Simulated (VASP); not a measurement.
A run of VASP 6.6.1:

INCAR

```
PREC = Accurate
ENCUT = 520
EDIFF = 1E-6
ISMEAR = 0
SIGMA = 0.1
LREAL = False
LASPH = True
NELM = 100
ALGO = Normal
ISIF = 2
LWAVE = False
LCHARG = False
GGA = PE
NBANDS = 35
```

The input KPOINTS:

```
Automatic mesh
0
Gamma
  6 6 4
```

Contents of POSCAR:

```
Ta2C
1.0
    3.5299612972      0.0000000000      0.0000000000
    0.0000000000      3.5299612972      0.0000000000
    0.0000000000      0.0000000000      6.5126924588
Ta C
4 2
Direct
    0.0000000000      0.0000000000      0.0000000000
    0.5000000000      0.5000000000      0.0000000000
    0.0000000000      0.5000000000      0.3680506409
    0.5000000000      0.0000000000      0.6319493591
    0.0000000000      0.5000000000      0.7257665265
    0.5000000000      0.0000000000      0.2742334735
```

Potentials or basis: VASP PAW PBE potentials, release 64 (Ta_pv, C).

Run with:

```sh
$ cat potpaw_PBE.64/Ta_pv/POTCAR potpaw_PBE.64/C/POTCAR > POTCAR
$ mpirun -np 1 vasp_std > vasp.out
```

Hardware: 1 thread of Intel(R) Xeon(R) Platinum 8488C (Sapphire Rapids), with other jobs on the host.

Question: How long does it take, and how much memory?

Answer: It took 68 s on 1 thread of Intel(R) Xeon(R) Platinum 8488C (Sapphire Rapids), with other jobs on the host, peak memory 0.22 GiB. Counts: scf iterations 15, k points 30.
